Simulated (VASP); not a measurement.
# SnPt3 in VASP: notebook, part 2 of 2

VASP 6.6.1.

## (3) Single point, LDA (equal xx and yy strain of +2 %)

INCAR

```
  PREC = Accurate
  ENCUT = 520
  EDIFF = 1E-6
  ISMEAR = -1
  SIGMA = 0.05
  LREAL = F
  LASPH = T
  NELM = 80
  ALGO = Normal
  ISIF = 2
  LWAVE = F
  LCHARG = F
  GGA = CA
  NBANDS = 30
```

KPOINTS

```
regular mesh
0
Gamma
  8 8 8
```

POSCAR

```
SnPt3
1.0
    4.0800000000      0.0000000000      0.0000000000
    0.0000000000      4.0800000000      0.0000000000
    0.0000000000      0.0000000000      4.0000000000
Sn Pt
1 3
Direct
    0.0000000000      0.0000000000      0.0000000000
    0.0000000000      0.5000000000      0.5000000000
    0.5000000000      0.0000000000      0.5000000000
    0.5000000000      0.5000000000      0.0000000000
```

Potentials or basis: VASP PAW LDA potentials, release 64 (Sn_d, Pt).

Started as:

```
cat potpaw_LDA.64/Sn_d/POTCAR potpaw_LDA.64/Pt/POTCAR > POTCAR
mpirun -np 1 vasp_std > vasp.out
```

OUTCAR:

```text
PREC = Accurate
   ENCUT = 520
   EDIFF = 1E-6
   ISMEAR = -1
   LREAL = F
   LASPH = T
   NELM = 80
   ISIF = 2
   GGA = CA

 ion  position               nearest neighbor table
   1  0.000  0.000  0.000-   2 2.86   3 2.86   2 2.86   3 2.86   2 2.86   2 2.86   3 2.86   3 2.86
                             4 2.88   4 2.88   4 2.88   4 2.88
   2  0.000  0.500  0.500-   1 2.86   4 2.86   1 2.86   4 2.86   1 2.86   1 2.86   4 2.86   4 2.86
                             3 2.88   3 2.88   3 2.88   3 2.88
   3  0.500  0.000  0.500-   1 2.86   4 2.86   1 2.86   4 2.86   4 2.86   4 2.86   1 2.86   1 2.86
                             2 2.88   2 2.88   2 2.88   2 2.88
   4  0.500  0.500  0.000-   2 2.86   3 2.86   2 2.86   3 2.86   3 2.86   3 2.86   2 2.86   2 2.86
                             1 2.88   1 2.88   1 2.88   1 2.88

  LATTYP: Found a simple tetragonal cell.
 ALAT       =     4.0800000000
 C/A-ratio  =     0.9803921569

  Lattice vectors:

 A1 = (   4.0800000000,   0.0000000000,   0.0000000000)
 A2 = (   0.0000000000,   4.0800000000,   0.0000000000)
 A3 = (   0.0000000000,   0.0000000000,   4.0000000000)

Analysis of symmetry for initial positions (statically):
=====================================================================
 Subroutine PRICEL returns:
 Original cell was already a primitive cell.

 Routine SETGRP: Setting up the symmetry group for a
 simple tetragonal supercell.

 Subroutine GETGRP returns: Found 16 space group operations
 (whereof 16 operations were pure point group operations)
 out of a pool of 16 trial point group operations.

The static configuration has the point symmetry D_4h.

Analysis of symmetry for dynamics (positions and initial velocities):
=====================================================================
 Subroutine PRICEL returns:
 Original cell was already a primitive cell.

 Routine SETGRP: Setting up the symmetry group for a
 simple tetragonal supercell.

 Subroutine GETGRP returns: Found 16 space group operations
 (whereof 16 operations were pure point group operations)
 out of a pool of 16 trial point group operations.

The dynamic configuration has the point symmetry D_4h.

 Subroutine INISYM returns: Found 16 space group operations
 (whereof 16 operations are pure point group operations),
 and found     1 'primitive' translations

----------------------------------------------------------------------------------------

                                     Primitive cell

  volume of cell :      66.5856

  direct lattice vectors                    reciprocal lattice vectors
     4.080000000  0.000000000  0.000000000     0.245098039  0.000000000  0.000000000
     0.000000000  4.080000000  0.000000000     0.000000000  0.245098039  0.000000000
     0.000000000  0.000000000  4.000000000     0.000000000  0.000000000  0.250000000

  length of vectors
     4.080000000  4.080000000  4.000000000     0.245098039  0.245098039  0.250000000

  position of ions in fractional coordinates (direct lattice)
     0.000000000  0.000000000  0.000000000
     0.000000000  0.500000000  0.500000000
     0.500000000  0.000000000  0.500000000
     0.500000000  0.500000000  0.000000000

  ion indices of the primitive-cell ions
   primitive index   ion index
                 1           1
                 2           2
[... 26 lines left out ...]

 Found     75 irreducible k-points:

 Following reciprocal coordinates:
            Coordinates               Weight
  0.000000  0.000000  0.000000      1.000000
  0.125000  0.000000  0.000000      4.000000
  0.250000  0.000000  0.000000      4.000000
  0.375000  0.000000  0.000000      4.000000
  0.500000  0.000000  0.000000      2.000000
  0.125000  0.125000  0.000000      4.000000
[... 16 lines left out ...]
  0.375000  0.125000  0.125000     16.000000
  0.500000  0.125000  0.125000      8.000000
 [... further k-points ...]
   k-points           NKPTS =     75   k-points in BZ     NKDIM =     75   number of bands    NBANDS=     30
   number of dos      NEDOS =    301   number of ions     NIONS =      4
   total plane-waves  NPLWV =  27000
   dimension x,y,z NGX =    30 NGY =   30 NGZ =   30
   dimension x,y,z NGXF=    60 NGYF=   60 NGZF=   60
   ions per type =               1   3
   NGX,Y,Z   is equivalent  to a cutoff of  12.22, 12.22, 12.47 a.u.
   NGXF,Y,Z  is equivalent  to a cutoff of  24.45, 24.45, 24.94 a.u.
 SYSTEM =  unknown system
   PREC   = accura    normal or accurate (medium, high low for compatibility)
   ISTART =      0    job   : 0-new  1-cont  2-samecut
   ICHARG =      2    charge: 1-file 2-atom 10-const
   ISPIN  =      1    spin polarized calculation?
   LNONCOLLINEAR =      F non collinear calculations
   LSORBIT =      F    spin-orbit coupling
   LASPH  =      T    aspherical Exc in radial PAW
   ENCUT  =  520.0 eV  38.22 Ry    6.18 a.u.   7.59  7.59  7.44*2*pi/ulx,y,z
   NELM   =     80;   NELMIN=  2; NELMDL= -5     # of ELM steps
   EDIFF  = 0.1E-05   stopping-criterion for ELM
   LREAL  =      F    real-space projection
   EDIFFG = 0.1E-04   stopping-criterion for IOM
   NSW    =      0    number of steps for IOM
   IBRION =     -1    ionic relax: 0-MD 1-quasi-New 2-CG
   NFREE  =      0    steps in history (QN), initial steepest desc. (CG)
   ISIF   =      2    stress and relaxation
   ISYM   =      2    0-nonsym 1-usesym 2-fastsym
   POTIM  = 0.5000    time-step for ionic-motion
   TEBEG  =    0.0;   TEEND  =   0.0 temperature during run
   PSTRESS=    0.0 pullay stress
   NELECT =      44.0000    total number of electrons
   NUPDOWN=      -1.0000    fix difference up-down
   EMIN   =  10.00;   EMAX   =-10.00  energy-range for DOS
   EFERMI =   0.00;   METHOD = LEGACY
   ISMEAR =    -1;   SIGMA  =   0.05  broadening in eV -4-tet -1-fermi 0-gaus
   EFERMI_NEDOS =   21; number of points for ismear=-14 and -15
   IALGO  =     38    algorithm
   IMIX   =      4    mixing-type and parameters
     AMIX     =   0.40;   BMIX     =  1.00
     AMIX_MAG =   1.60;   BMIX_MAG =  1.00
  volume/ion in A,a.u.               =      16.65       112.34
  Fermi-wavevector in a.u.,A,eV,Ry     =   1.425932  2.694622 27.664499  2.033283
  Thomas-Fermi vector in A             =   2.546264
   LORBIT       =      0    0 simple, 1 ext, 2 COOP (PROOUT), +10 PAW based schemes
   GGA     = CA    functional components
   LHFCALC =     F    Hartree Fock is set to
   AEXX    =    0.0000 exact exchange contribution
   IVDW    =     0    specifies the selected vdW correction
   LEPSILON=     F    determine dielectric tensor
   LRPA    =     F    only Hartree local field effects (RPA)
 non-spin polarized calculation
  energy-cutoff  :      520.00
  volume of cell :       66.59
 maximum number of plane-waves:      1810
   NGX = 15   NGY = 15   NGZ = 15

 number of electron      43.9999997 magnetization

 Free energy of the ion-electron system (eV)
  ---------------------------------------------------
  ext. energy  EPLUGINS =         0.00000000
  ---------------------------------------------------
  free energy    TOTEN  =       -28.46399421 eV

  energy without entropy =      -28.45343608  energy(sigma->0) =      -28.45871515

 E-fermi :  11.0669     XC(G=0): -13.1044

 val. band max:       11.0478242929   @ k =   0.3750   0.3750   0.5000
 cond. band min:      11.0803908174   @ k =   0.0000   0.0000   0.0000
 fundamental gap:      0.0325665246
 Fermi energy:        11.0669372528

 k-point     1 :       0.0000    0.0000    0.0000
  band No.  band energies     occupation
      1     -10.7197      2.00000
      2     -10.7190      2.00000
      3     -10.7083      2.00000
      4     -10.7083      2.00000
      5     -10.7024      2.00000
      6      -0.5608      2.00000
[... 781 lines left out ...]
     29      19.6697      0.00000
     30      20.7170      0.00000

 [... further k-points ...]

------------------------ aborting loop because EDIFF is reached ----------------------------------------

  FORCE on cell =-STRESS in cart. coord.  units (eV):
  Direction    XX          YY          ZZ          XY          YZ          ZX
  --------------------------------------------------------------------------------------
  -------------------------------------------------------------------------------------
  Total       -4.8124116     -4.8124116     -4.0538544      0.0000000      0.0000000      0.0000000
  in kB     -115.7958598   -115.7958598    -97.5435166      0.0000000      0.0000000      0.0000000
  external PRESSURE =    -109.7117454 kB  Pullay stress =       0.0000000 kB

 VOLUME and BASIS-vectors are now :
 -----------------------------------------------------------------------------
  energy-cutoff  :      520.00
  volume of cell :       66.59
      direct lattice vectors                 reciprocal lattice vectors
     4.080000000  0.000000000  0.000000000     0.245098039  0.000000000  0.000000000
     0.000000000  4.080000000  0.000000000     0.000000000  0.245098039  0.000000000
     0.000000000  0.000000000  4.000000000     0.000000000  0.000000000  0.250000000

 POSITION                                       TOTAL-FORCE (eV/Angst)
 -----------------------------------------------------------------------------------
      0.00000      0.00000      0.00000         0.000000      0.000000      0.000000
      0.00000      2.04000      2.00000         0.000000      0.000000      0.000000
      2.04000      0.00000      2.00000         0.000000      0.000000      0.000000
      2.04000      2.04000      0.00000         0.000000      0.000000      0.000000
 -----------------------------------------------------------------------------------
    total drift:                                0.000000      0.000000     -0.000000

  FREE ENERGIE OF THE ION-ELECTRON SYSTEM (eV)
  ---------------------------------------------------
  free  energy   TOTEN  =       -28.4639942140 eV

  energy  without entropy=      -28.4534360847  energy(sigma->0) =      -28.45871515
```

stdout:

```text
POSCAR found type information on POSCAR SnPt
 POSCAR found :  2 types and       4 ions
 scaLAPACK will be used
 LDA part: xc-table for (Slater(with rela. corr.)+CA(PZ))
 , standard interpolation
 POSCAR, INCAR and KPOINTS ok, starting setup
 FFT: planning ... GRIDC
 FFT: planning ... GRID_SOFT
 FFT: planning ... GRID
 WAVECAR not read
 entering main loop
```

It took 3 min on 1 thread of Intel Xeon Platinum 8488C (Sapphire Rapids), shared host; peak memory 0.24 GiB.

What came out:

- Free energy: -28.4640 eV
- Pressure: -11.0 GPa
- Band gap on the k mesh: zero (band 22 reaches 11.24 eV, above the bottom of band 23 at 10.73 eV)

Stress tensor (GPa, compression positive):
```
-11.58   0.00   0.00
  0.00 -11.58   0.00
  0.00   0.00  -9.75
```

Caveat: the cell differs from its parent crystal (equal xx and yy strain of +2 %); spin-orbit coupling is left out, which moves the levels of the heavy elements.
